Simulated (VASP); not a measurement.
Here is a VASP 6.6.1 calculation.

The input INCAR:

```
PREC = Accurate
ENCUT = 630
EDIFF = 1E-6
ISMEAR = -1
SIGMA = 0.05
LREAL = False
LASPH = True
NELM = 120
ALGO = Normal
ISIF = 2
LWAVE = False
LCHARG = False
GGA = PS
NBANDS = 34
GGA_COMPAT = False
```

The input KPOINTS:

```
Automatic mesh
0
Gamma
  7 7 4
```

POSCAR

```
CdS
1.0
    3.9556356341      0.0000000000      0.0000000000
   -1.9778178170      3.4256809472      0.0000000000
    0.0000000000      0.0000000000      6.4481285568
Cd S
2 2
Direct
    0.6666666667      0.3333333333      0.4995679518
    0.3333333333      0.6666666667     -0.0004320482
    0.6666666667      0.3333333333      0.8754320482
    0.3333333333      0.6666666667      0.3754320482
```

Potentials or basis: VASP PAW PBE potentials, release 64 (Cd_sv_GW, S).

Run with:

```console
$ cat potpaw_PBE.64/Cd_sv_GW/POTCAR potpaw_PBE.64/S/POTCAR > POTCAR
$ mpirun -np 1 vasp_std > vasp.out
```

**Question.** Estimate the pressure.

**Answer.** 9.9 GPa.

**Question.** What does it give for the band gap on the k mesh?

**Answer.** 1.34 eV.

**Question.** Estimate the largest force.

**Answer.** 0.006 eV/Å.

Forces on the atoms (eV/Å):
```
Cd   0.000  0.000  0.006
Cd   0.000  0.000  0.006
S    0.000  0.000 -0.006
S    0.000  0.000 -0.006
```

Caveat: the cell stands under pressure; the PAW data sets were made with another functional, which shifts forces and pressure a little. PBEsol gaps usually lie below the measured ones, often by a third to a half.
